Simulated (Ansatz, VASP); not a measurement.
One calculation of PPt, two programs

File INCAR:

```
SYSTEM = PPt
PREC     = Accurate       ! precision mode
ENCUT    = 520            ! plane-wave cutoff, eV
EDIFF    = 1E-7           ! SCF threshold, eV
ISMEAR   = 0              ! smearing method
SIGMA    = 0.05           ! smearing width, eV
LREAL    = .False.        ! projectors in reciprocal space
LASPH    = .True.         ! aspherical terms in the spheres
NELM     = 80             ! most SCF steps
ALGO     = Normal         ! electronic algorithm
ISIF     = 2              ! what is computed and relaxed
LWAVE    = .False.        ! write WAVECAR
LCHARG   = .False.        ! write CHGCAR
GGA      = PS             ! functional
NBANDS   = 14             ! bands
```

File KPOINTS:

```
regular mesh
0
Gamma
  12 12 12
  0 0 0
```

POSCAR

```
PPt
1.0
    0.0000000000      2.6861841033      2.6861841033
    2.6861841033      0.0000000000      2.6861841033
    2.6861841033      2.6861841033      0.0000000000
Pt P
1 1
Direct
    0.0000000000      0.0000000000      0.0000000000
    0.2500000000      0.2500000000      0.2500000000
```

Input for Ansatz:

```yaml
crystal:
  lattice:
    - [0.0, 2.6861841033, 2.6861841033]
    - [2.6861841033, 0.0, 2.6861841033]
    - [2.6861841033, 2.6861841033, 0.0]
  atoms:
    - { symbol: Pt, position: [0.0, 0.0, 0.0] }
    - { symbol: P, position: [0.25, 0.25, 0.25] }
basis:
  ecutwfc: 420
  ecutrho_ratio: 4
kpoints:
  mp_grid: { grid: [12, 12, 12] }
hamiltonian:
  xc: pbesol
scf:
  occupations: { method: gaussian, width: 0.05 }
output:
  forces: true
  stress: true
  eigenvalues: true
```

Alike in both runs: task single point; functional PBEsol; k mesh 12 × 12 × 12; occupations gaussian, width 0.05 eV; no spin polarisation.

```csv
,VASP,Ansatz
version,VASP 6.6.1,Ansatz 0.2.0
potentials or method,"VASP PAW PBE potentials, release 64 (Pt, P), cutoff 520 eV","scalar-relativistic, plane waves, PAW"
valence electrons in the cell,15,23
```

```csv
,VASP,Ansatz,Ansatz less VASP
gap on the k mesh at the Fermi level (eV),none,none,-
pressure (GPa),-5.5,-5.5,+0.01
```

VASP's potentials were made for PBE, not for PBEsol. A gap of «none» marks a metal or a gap that the smearing closes. VASP's potentials hold 15 valence electrons a cell and Ansatz's 23, so a difference there can come from the potentials and not from the codes.

Spin-orbit coupling is off throughout.
